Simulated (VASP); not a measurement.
# S (P4_2/mmc) in VASP: a series of runs

Runs on S. Level: PBE. Tasks: single point, relaxation of cell and atoms.

Everything below comes from runs of VASP 6.6.1. Logs are shortened: lines on timing, memory, paths and dates and some standing lists are left out, and cuts for length are marked.

### 1 The cell of the first run

The structure is tetragonal, space group P4_2/mmc (No. 131). Conventional cell: a = 5.448 Å, b = 5.448 Å, c = 3.910 Å, α = 90.00°, β = 90.00°, γ = 90.00°. S (site symmetry m2m) has 5 S at 2.06 to 2.44 Å within 2.7 Å.

The cell was generated, and may not be a known phase.

### 2 Single point, PBE

INCAR

```
ALGO = Normal ; EDIFF = 1E-6
ENCUT = 520 ; GGA = PE
ISIF = 2 ; ISMEAR = 0
LASPH = True ; LCHARG = False
LREAL = False ; LWAVE = False
NBANDS = 20 ; NELM = 60
PREC = Accurate ; SIGMA = 0.1
```

KPOINTS

```
k-points
0
Gamma
  4 4 4
```

POSCAR

```
S
1.0
    5.4478662100      0.0000000000      0.0000000000
    0.0000000000      5.4478662100      0.0000000000
    0.0000000000      0.0000000000      3.9100630500
S
4
Direct
    0.3111455700      0.5000000000      0.5000000000
    0.6888544300      0.5000000000      0.5000000000
    0.5000000000      0.3111455700      0.0000000000
    0.5000000000      0.6888544300      0.0000000000
```

Potentials or basis: VASP PAW PBE potentials, release 64 (S).

Run with:

```
cat potpaw_PBE.64/S/POTCAR > POTCAR
mpirun -np 1 vasp_std > vasp.out
```

OUTCAR:

```text
EDIFF = 1E-6
   ENCUT = 520
   GGA = PE
   ISIF = 2
   ISMEAR = 0
   LASPH = True
   LREAL = False
   NELM = 60
   PREC = Accurate

 ion  position               nearest neighbor table
   1  0.311  0.500  0.500-   2 2.06   3 2.44   4 2.44   3 2.44   4 2.44
   2  0.689  0.500  0.500-   1 2.06   3 2.44   4 2.44   3 2.44   4 2.44
   3  0.500  0.311  0.000-   4 2.06   2 2.44   1 2.44   1 2.44   2 2.44
   4  0.500  0.689  0.000-   3 2.06   2 2.44   1 2.44   1 2.44   2 2.44

  LATTYP: Found a simple tetragonal cell.
 ALAT       =     5.4478662100
 C/A-ratio  =     0.7177237655

  Lattice vectors:

 A1 = (   5.4478662100,   0.0000000000,   0.0000000000)
 A2 = (   0.0000000000,   5.4478662100,   0.0000000000)
 A3 = (   0.0000000000,   0.0000000000,   3.9100630500)

Analysis of symmetry for initial positions (statically):
=====================================================================
 Subroutine PRICEL returns:
 Original cell was already a primitive cell.

 Routine SETGRP: Setting up the symmetry group for a
 simple tetragonal supercell.

 Subroutine GETGRP returns: Found 16 space group operations
 (whereof  8 operations were pure point group operations)
 out of a pool of 16 trial point group operations.

The static configuration has the point symmetry D_2h.
 The point group associated with its full space group is D_4h.

Analysis of symmetry for dynamics (positions and initial velocities):
=====================================================================
 Subroutine PRICEL returns:
 Original cell was already a primitive cell.

 Routine SETGRP: Setting up the symmetry group for a
 simple tetragonal supercell.

 Subroutine GETGRP returns: Found 16 space group operations
 (whereof  8 operations were pure point group operations)
 out of a pool of 16 trial point group operations.

The dynamic configuration has the point symmetry D_2h.
 The point group associated with its full space group is D_4h.

 Subroutine INISYM returns: Found 16 space group operations
 (whereof  8 operations are pure point group operations),
 and found     1 'primitive' translations

----------------------------------------------------------------------------------------

                                     Primitive cell

  volume of cell :     116.0477

  direct lattice vectors                    reciprocal lattice vectors
     5.447866210  0.000000000  0.000000000     0.183558105  0.000000000  0.000000000
     0.000000000  5.447866210  0.000000000     0.000000000  0.183558105  0.000000000
     0.000000000  0.000000000  3.910063050     0.000000000  0.000000000  0.255750352

  length of vectors
     5.447866210  5.447866210  3.910063050     0.183558105  0.183558105  0.255750352

  position of ions in fractional coordinates (direct lattice)
     0.311145570  0.500000000  0.500000000
     0.688854430  0.500000000  0.500000000
     0.500000000  0.311145570  0.000000000
     0.500000000  0.688854430  0.000000000

  ion indices of the primitive-cell ions
   primitive index   ion index
                 1           1
                 2           2
                 3           3
                 4           4

----------------------------------------------------------------------------------------

 KPOINTS: k-points

Automatic generation of k-mesh.
 Grid dimensions read from file:
 generate k-points for:    4    4    4

 Generating k-lattice:

  Cartesian coordinates                     Fractional coordinates (reciprocal lattice)
     0.045889526  0.000000000  0.000000000     0.250000000  0.000000000  0.000000000
     0.000000000  0.045889526  0.000000000     0.000000000  0.250000000  0.000000000
     0.000000000  0.000000000  0.063937588     0.000000000  0.000000000  0.250000000

  Length of vectors
     0.045889526  0.045889526  0.063937588

  Shift w.r.t. Gamma in fractional coordinates (k-lattice)
     0.000000000  0.000000000  0.000000000

 Subroutine IBZKPT returns following result:
 ===========================================

 Found     18 irreducible k-points:

 Following reciprocal coordinates:
            Coordinates               Weight
  0.000000  0.000000  0.000000      1.000000
  0.250000  0.000000  0.000000      4.000000
  0.500000  0.000000  0.000000      2.000000
  0.250000  0.250000  0.000000      4.000000
  0.500000  0.250000  0.000000      4.000000
  0.500000  0.500000  0.000000      1.000000
[... 10 lines left out ...]
  0.500000  0.250000  0.500000      4.000000
  0.500000  0.500000  0.500000      1.000000
   k-points           NKPTS =     18   k-points in BZ     NKDIM =     18   number of bands    NBANDS=     20
   number of dos      NEDOS =    301   number of ions     NIONS =      4
   total plane-waves  NPLWV =  52920
   dimension x,y,z NGX =    42 NGY =   42 NGZ =   30
   dimension x,y,z NGXF=    84 NGYF=   84 NGZF=   60
   ions per type =               4
   NGX,Y,Z   is equivalent  to a cutoff of  12.82, 12.82, 12.76 a.u.
   NGXF,Y,Z  is equivalent  to a cutoff of  25.63, 25.63, 25.51 a.u.
 SYSTEM =  unknown system
   PREC   = accura    normal or accurate (medium, high low for compatibility)
   ISTART =      0    job   : 0-new  1-cont  2-samecut
   ICHARG =      2    charge: 1-file 2-atom 10-const
   ISPIN  =      1    spin polarized calculation?
   LNONCOLLINEAR =      F non collinear calculations
   LSORBIT =      F    spin-orbit coupling
   LASPH  =      T    aspherical Exc in radial PAW
   ENCUT  =  520.0 eV  38.22 Ry    6.18 a.u.  10.13 10.13  7.27*2*pi/ulx,y,z
   NELM   =     60;   NELMIN=  2; NELMDL= -5     # of ELM steps
   EDIFF  = 0.1E-05   stopping-criterion for ELM
   LREAL  =      F    real-space projection
   EDIFFG = 0.1E-04   stopping-criterion for IOM
   NSW    =      0    number of steps for IOM
   IBRION =     -1    ionic relax: 0-MD 1-quasi-New 2-CG
   NFREE  =      0    steps in history (QN), initial steepest desc. (CG)
   ISIF   =      2    stress and relaxation
   ISYM   =      2    0-nonsym 1-usesym 2-fastsym
   POTIM  = 0.5000    time-step for ionic-motion
   TEBEG  =    0.0;   TEEND  =   0.0 temperature during run
   PSTRESS=    0.0 pullay stress
   NELECT =      24.0000    total number of electrons
   NUPDOWN=      -1.0000    fix difference up-down
   EMIN   =  10.00;   EMAX   =-10.00  energy-range for DOS
   EFERMI =   0.00;   METHOD = LEGACY
   ISMEAR =     0;   SIGMA  =   0.10  broadening in eV -4-tet -1-fermi 0-gaus
   EFERMI_NEDOS =   21; number of points for ismear=-14 and -15
   IALGO  =     38    algorithm
   IMIX   =      4    mixing-type and parameters
     AMIX     =   0.40;   BMIX     =  1.00
     AMIX_MAG =   1.60;   BMIX_MAG =  1.00
  volume/ion in A,a.u.               =      29.01       195.78
  Fermi-wavevector in a.u.,A,eV,Ry     =   0.968129  1.829498 12.752372  0.937273
  Thomas-Fermi vector in A             =   2.098072
   LORBIT       =      0    0 simple, 1 ext, 2 COOP (PROOUT), +10 PAW based schemes
   GGA     = PE    functional components
   LHFCALC =     F    Hartree Fock is set to
   AEXX    =    0.0000 exact exchange contribution
   IVDW    =     0    specifies the selected vdW correction
   LEPSILON=     F    determine dielectric tensor
   LRPA    =     F    only Hartree local field effects (RPA)
 non-spin polarized calculation
 Gauss-broadening in eV      SIGMA  =   0.10
  energy-cutoff  :      520.00
  volume of cell :      116.05
 maximum number of plane-waves:      3144
 NGX is ok and might be reduce to    42
   NGX = 21   NGY = 21   NGZ = 15

 number of electron      24.0000003 magnetization

 Free energy of the ion-electron system (eV)
  ---------------------------------------------------
  ext. energy  EPLUGINS =         0.00000000
  ---------------------------------------------------
  free energy    TOTEN  =       -12.05763005 eV

  energy without entropy =      -12.02641546  energy(sigma->0) =      -12.04202276

 E-fermi :   2.6741     XC(G=0):  -7.2781

 val. band max:        2.6575149589   @ k =   0.5000   0.2500   0.2500
 cond. band min:       2.6763387571   @ k =   0.2500   0.2500   0.2500
 fundamental gap:      0.0188237982
 Fermi energy:         2.6740904652

 k-point     1 :       0.0000    0.0000    0.0000
  band No.  band energies     occupation
      1     -16.8241      2.00000
      2      -9.9811      2.00000
      3      -9.8019      2.00000
      4      -9.8019      2.00000
      5      -6.5261      2.00000
      6      -4.2850      2.00000
[... 12 lines left out ...]
     19       7.9022      0.00000
     20       8.7211      0.00000

 k-point     2 :       0.2500    0.0000    0.0000
  band No.  band energies     occupation
      1     -16.8118      2.00000
      2     -10.0421      2.00000
      3      -9.8799      2.00000
      4      -9.7971      2.00000
      5      -6.5159      2.00000
      6      -4.0771      2.00000
[... 12 lines left out ...]
     19       8.5932      0.00000
     20       9.1773      0.00000

 k-point     3 :       0.5000    0.0000    0.0000
  band No.  band energies     occupation
      1     -16.7994      2.00000
      2     -10.1462      2.00000
      3      -9.9041      2.00000
      4      -9.7923      2.00000
      5      -6.5055      2.00000
      6      -3.9752      2.00000
[... 12 lines left out ...]
     19       9.8947      0.00000
     20      10.0762      0.00000

 k-point     4 :       0.2500    0.2500    0.0000
  band No.  band energies     occupation
      1     -16.7996      2.00000
      2     -10.0552      2.00000
      3      -9.9772      2.00000
      4      -9.8192      2.00000
      5      -6.5056      2.00000
      6      -3.7095      2.00000
[... 12 lines left out ...]
     19       9.3441      0.00000
     20       9.5613      0.00000

 k-point     5 :       0.5000    0.2500    0.0000
  band No.  band energies     occupation
      1     -16.7872      2.00000
      2     -10.1405      2.00000
      3     -10.0127      2.00000
      4      -9.8205      2.00000
      5      -6.4953      2.00000
      6      -3.4962      2.00000
[... 12 lines left out ...]
     19       9.8098      0.00000
     20      10.1051      0.00000

 k-point     6 :       0.5000    0.5000    0.0000
  band No.  band energies     occupation
      1     -16.7748      2.00000
      2     -10.1349      2.00000
      3     -10.1349      2.00000
      4      -9.8251      2.00000
      5      -6.4850      2.00000
      6      -3.0266      2.00000
[... 12 lines left out ...]
     19       9.6078      0.00000
     20      10.4118      0.00000

 k-point     7 :       0.0000    0.0000    0.2500
  band No.  band energies     occupation
      1     -16.2852      2.00000
      2     -12.1842      2.00000
      3      -9.5239      2.00000
      4      -9.5239      2.00000
      5      -4.5417      2.00000
      6      -4.1063      2.00000
[... 12 lines left out ...]
     19       8.7466      0.00000
     20       8.7466      0.00000
[... 139 lines left out ...]
 k-point    14 :       0.2500    0.0000    0.5000
  band No.  band energies     occupation
      1     -14.6913      2.00000
      2     -14.6688      2.00000
      3      -9.3687      2.00000
      4      -9.1714      2.00000
      5      -4.5413      2.00000
      6      -4.4389      2.00000
[... 12 lines left out ...]
     19       9.3780      0.00000
     20       9.4308      0.00000

 k-point    15 :       0.5000    0.0000    0.5000
  band No.  band energies     occupation
      1     -14.6884      2.00000
      2     -14.6428      2.00000
      3      -9.5460      2.00000
      4      -9.1690      2.00000
      5      -4.6161      2.00000
      6      -4.4143      2.00000
[... 12 lines left out ...]
     19       8.1315      0.00000
     20       8.7575      0.00000

 k-point    16 :       0.2500    0.2500    0.5000
  band No.  band energies     occupation
      1     -14.6660      2.00000
      2     -14.6660      2.00000
      3      -9.3660      2.00000
      4      -9.3660      2.00000
      5      -4.5162      2.00000
      6      -4.5162      2.00000
[... 12 lines left out ...]
     19       9.5237      0.00000
     20       9.5237      0.00000

 k-point    17 :       0.5000    0.2500    0.5000
  band No.  band energies     occupation
      1     -14.6631      2.00000
      2     -14.6400      2.00000
      3      -9.5430      2.00000
      4      -9.3632      2.00000
      5      -4.5900      2.00000
      6      -4.4905      2.00000
[... 12 lines left out ...]
     19       8.3055      0.00000
     20       9.2763      0.00000

 k-point    18 :       0.5000    0.5000    0.5000
  band No.  band energies     occupation
      1     -14.6372      2.00000
      2     -14.6372      2.00000
      3      -9.5400      2.00000
      4      -9.5400      2.00000
      5      -4.5631      2.00000
      6      -4.5631      2.00000
[... 12 lines left out ...]
     19       9.2990      0.00000
     20       9.2990      0.00000

------------------------ aborting loop because EDIFF is reached ----------------------------------------

  FORCE on cell =-STRESS in cart. coord.  units (eV):
  Direction    XX          YY          ZZ          XY          YZ          ZX
  --------------------------------------------------------------------------------------
  -------------------------------------------------------------------------------------
  Total        2.5332232      2.5332232     12.7212858      0.0000000      0.0000000      0.0000000
  in kB       34.9741694     34.9741694    175.6325324      0.0000000      0.0000000      0.0000000
  external PRESSURE =      81.8602904 kB  Pullay stress =       0.0000000 kB

 VOLUME and BASIS-vectors are now :
 -----------------------------------------------------------------------------
  energy-cutoff  :      520.00
  volume of cell :      116.05
      direct lattice vectors                 reciprocal lattice vectors
     5.447866210  0.000000000  0.000000000     0.183558105  0.000000000  0.000000000
     0.000000000  5.447866210  0.000000000     0.000000000  0.183558105  0.000000000
     0.000000000  0.000000000  3.910063050     0.000000000  0.000000000  0.255750352

 POSITION                                       TOTAL-FORCE (eV/Angst)
 -----------------------------------------------------------------------------------
      1.69508      2.72393      1.95503        -1.496714     -0.000000     -0.000000
      3.75279      2.72393      1.95503         1.496714     -0.000000      0.000000
      2.72393      1.69508      0.00000        -0.000000     -1.496714      0.000000
      2.72393      3.75279      0.00000        -0.000000      1.496714     -0.000000
 -----------------------------------------------------------------------------------
    total drift:                                0.000000      0.000000     -0.000000

  FREE ENERGIE OF THE ION-ELECTRON SYSTEM (eV)
  ---------------------------------------------------
  free  energy   TOTEN  =       -12.0576300492 eV

  energy  without entropy=      -12.0264154640  energy(sigma->0) =      -12.04202276
```

It took 34 s on 1 thread of Oxide Virtual Turin-like, shared host; peak memory 0.18 GiB.

What came out:

```yaml
Free_energy: -12.0576 eV
Pressure: 8.2 GPa
Largest_force: 1.497 eV/Å
Band_gap_on_the_k_mesh: zero (bands 12 and 13 overlap by 0.47 eV)
```

Forces in eV/Å, atoms in the order of the input:
```
S   -1.497  0.000  0.000
S    1.497  0.000  0.000
S    0.000 -1.497  0.000
S    0.000  1.497  0.000
```

Levels at points of the mesh, in eV from the Fermi level:
```
           k point  band 9  band 10  band 11  band 12  band 13  band 14  band 15  band 16
(0.00, 0.00, 0.00)   -3.42    -3.42    -2.60    -2.60     1.52     2.13     3.23     3.23
(0.50, 0.00, 0.00)   -3.74    -3.30    -2.80    -2.60     0.50     1.33     2.38     3.35
(0.50, 0.50, 0.00)   -3.63    -3.63    -2.80    -2.80     0.73     0.73     1.13     2.70
(0.00, 0.00, 0.50)   -1.96    -1.96    -1.86    -1.86     2.08     2.08     2.80     2.80
(0.50, 0.00, 0.50)   -2.27    -2.05    -1.83    -1.51     0.42     1.81     2.42     2.81
(0.50, 0.50, 0.50)   -2.40    -2.40    -1.49    -1.49     0.44     0.44     2.12     2.12
```

Caveat: the k points lie up to 0.40 Å⁻¹ apart; this functional lacks dispersion, which binds layers or chains, so the pressure and a relaxed spacing across them are unreliable; forces of over 1 eV/Å act on the atoms, so gaps and moduli don't describe the material at rest.

(Continued in part 2 of 2.)

The gap in the log of VASP goes by the Fermi energy; the results here count the filled bands.